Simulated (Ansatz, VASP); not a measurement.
# AlAs5 in VASP and in Ansatz

```
Al As
1.0
    -2.67465    2.67465    5.13037
     2.67465   -2.67465    5.13037
     2.67465    2.67465   -5.13037
Al As
1 5
Cartesian
  0.0000 0.0000 5.1304
  1.3373 1.3373 2.5652
  1.3373 1.3373 -2.5652
  -1.3373 1.3373 2.5652
  1.3373 -1.3373 2.5652
  0.0000 0.0000 0.0000
```

Alike in both runs: task single point; functional PBE; k mesh 4 × 4 × 4; occupations gaussian, width 0.1 eV; no spin polarisation.

|  | VASP | Ansatz |
| --- | --- | --- |
| version | VASP 6.6.1 | Ansatz 0.2.0 |
| potentials or method | VASP PAW PBE potentials, release 64 (Al, As), cutoff 520 eV | scalar-relativistic, plane waves, PAW |
| valence electrons in the cell | 28 | 78 |

```tsv
	VASP	Ansatz	Ansatz less VASP
gap on the k mesh at the Fermi level (eV)	none	none	-
pressure (GPa)	-3.7	-3.7	-0.08
traceless stress, the component that is largest in VASP (GPa)	-4.90	-4.84	+0.063
```

A gap of «none» marks a metal or a gap that the smearing closes. VASP's potentials hold 28 valence electrons a cell and Ansatz's 78, so a difference there can come from the potentials and not from the codes.

The k mesh is coarse, so the values compare programs but aren't converged.
